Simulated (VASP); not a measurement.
Runs of VASP 6.6.1 on TlBr. It takes space group Pm-3m (No. 221, cubic). The conventional cell has a = 3.946 Å, b = 3.946 Å, c = 3.946 Å, α = 90.00°, β = 90.00°, γ = 90.00°. Tl (site symmetry m-3m) has 8 Br at 3.42 Å and 6 Tl at 3.95 Å within 4.5 Å. Within 4.5 Å of Br (site symmetry m-3m) lie 8 Tl at 3.42 Å and 6 Br at 3.95 Å. 

```tsv
level	cutoff (eV)	grid for exact exchange (PRECFOCK)	share of exact exchange	screening parameter	gap on the mesh (eV)	pressure (GPa)
PBE-based screened hybrid with 100 % exact exchange	400	Normal	1	0.2078 1/Å	(b)	(a)
PBE-based screened hybrid with 30 % exact exchange	400	Normal	0.3	0.5 1/Å	2.14	1.6
PBE-based global hybrid with 75 % exact exchange	400	Normal	0.75	-	6.00	0.3
HSE06	400	Normal	0.25	0.2079 1/Å	2.47	1.6
PBEsol	500	-	-	-	1.65	-0.5
```

Alike in all rows: task single point; potentials or basis VASP PAW PBE potentials, release 64 (Tl_d, Br); no spin polarisation; cell as given; k mesh 4 × 4 × 4; smearing gaussian 0.01 eV.

Fill in the values left out.

(a) 0.7; (b) 4.73.

Caveats: the PAW data sets were made with another functional, which shifts forces and pressure a little; spin-orbit coupling is left out, which moves the levels of the heavy elements.

A k mesh can miss the band edges, and the runs leave out spin-orbit coupling on Br, Tl.
